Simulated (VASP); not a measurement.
Write the native input for VASP 6.6.1 that does the following.

```
Task                   : electric field gradients
Functional             : PBEsol
Potentials or basis    : VASP PAW PBE potentials, release 64 (Cu)
Cutoff                 : 520 eV
k mesh                 : 19 × 19 × 19
Occupations            : fermi-dirac, width 0.08 eV
Spin                   : no spin polarisation
Dipole correction      : no
Further INCAR settings : ALGO = Normal; EDIFF = 1e-08; NBANDS = 12
```

The structure of Cu lies in POSCAR:

```
Cu
1.0
    0.0000000000      1.8255750000      1.8075000000
    1.8255750000      0.0000000000      1.8075000000
    1.8255750000      1.8255750000      0.0000000000
Cu
1
Direct
    0.0000000000      0.0000000000      0.0000000000
```

This cell differs from its parent crystal: equal xx and yy strain of +1 %.

One way to write it, as run:

INCAR

```
SYSTEM = Cu
PREC = Accurate
ENCUT = 520
EDIFF = 1E-8
ISMEAR = -1
SIGMA = 0.08
LREAL = .FALSE.
LASPH = .TRUE.
NELM = 80
ALGO = Normal
ISIF = 2
LWAVE = .FALSE.
LCHARG = .FALSE.
GGA = PS
LEFG = .TRUE.
NBANDS = 12
```

KPOINTS

```
Automatic mesh
0
G
  19 19 19
  0 0 0
```

Potentials or basis: VASP PAW PBE potentials, release 64 (Cu).

Command:

```sh
$ cat potpaw_PBE.64/Cu/POTCAR > POTCAR
$ mpirun -np 1 vasp_std > vasp.out
```

Results of the run:

The pressure is -8.4 GPa.

Caveat: the cell differs from its parent crystal (equal xx and yy strain of +1 %); without QUAD_EFG the Cq values of the log hold for a quadrupole moment of 1 mb, not for the nuclei; the PAW data sets were made with another functional, which shifts forces and pressure a little.

Wall time 120 s on 1 thread of AMD EPYC 7R43 64-Core Processor (Zen 3) (shared host), peak memory 0.15 GiB.
